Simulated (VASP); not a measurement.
A run of VASP 6.6.1 is set up as follows.

INCAR

```
ALGO = Normal
EDIFF = 1E-6
ENCUT = 520
GGA = PE
ISIF = 2
ISMEAR = -1
ISPIN = 2
LASPH = True
LCHARG = False
LDAU = True
LDAUJ = 0.91
LDAUL = 3
LDAUPRINT = 1
LDAUTYPE = 1
LDAUU = 3.29
LMAXMIX = 6
LORBIT = 11
LREAL = False
LWAVE = False
MAGMOM = 7 7 7 7
NBANDS = 48
NELM = 150
PREC = Accurate
SIGMA = 0.1
```

The input KPOINTS:

```
k-points
0
Gamma
  3 5 3
```

File POSCAR:

```
Gd
1.0
    5.5570870000      3.2303170000      0.0096710000
   -1.8422020000      3.2127180000     -0.0044660000
    3.7109330000      0.0070820000      5.9176450000
Gd
4
Direct
    0.0338570000      0.6241840000      0.2566310000
    0.5334580000      0.1306620000      0.2644000000
    0.4909030000      0.8999280000      0.7355150000
    0.9777380000      0.4023430000      0.7356640000
```

Potentials or basis: VASP PAW PBE potentials, release 64 (Gd).

Run with:

```sh
$ cat potpaw_PBE.64/Gd/POTCAR > POTCAR
$ mpirun -np 1 vasp_std > vasp.out
```

Problem. What does it give for the site moments?

Solution. Gd +6.50, +6.51 (each value once) μB.

Problem. What does it give for the pressure?

Solution. -0.3 GPa.

Problem. Predict the largest force.

Solution. 0.493 eV/Å.

Problem. Estimate the net moment.

Solution. 24.00 μB per cell.

Forces on the atoms (eV/Å):
```
Gd   0.118  0.247 -0.282
Gd   0.018  0.157 -0.340
Gd  -0.226 -0.280  0.337
Gd   0.089 -0.124  0.285
```

Caveat: the k points lie up to 0.37 Å⁻¹ apart; the highest band is partly filled, so the run has too few bands. The state reached can hang on the start; a lower one may exist.
